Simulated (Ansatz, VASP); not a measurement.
Two plane-wave programs on Os

```
Os
1.0
     0.00000    1.94500    1.94500
     1.94500    0.00000    1.94500
     1.94500    1.94500    0.00000
Os
1
Cartesian
  0.0000 0.0000 0.0000
```

Alike in both runs: functional r2SCAN; dispersion D3(BJ); k mesh 12 × 12 × 12; occupations fermi-dirac, width 0.025 eV; no spin polarisation.

|  | VASP | Ansatz |
| --- | --- | --- |
| version | VASP 6.6.1 | Ansatz 0.2.0 |
| potentials or method | VASP PAW PBE potentials, release 64 (Os_sv_GW) | PseudoDojo stringent (PBEsol files) |
| plane-wave cutoff (eV) | 620 | 1007 |
| valence electrons in the cell | 16 | 16 |
| task | single point | band structure |

```csv
,VASP,Ansatz,Ansatz less VASP
gap on the k mesh at the Fermi level (eV),none,none,-
pressure (GPa),-21.3,-23.7,-2.35
```

VASP's potentials were made for PBE, not for r2SCAN. A gap of «none» marks a metal or a gap that the smearing closes.

Neither program's run includes spin-orbit coupling. Noted on Ansatz's run: the meta-GGA runs on potentials made for a GGA.
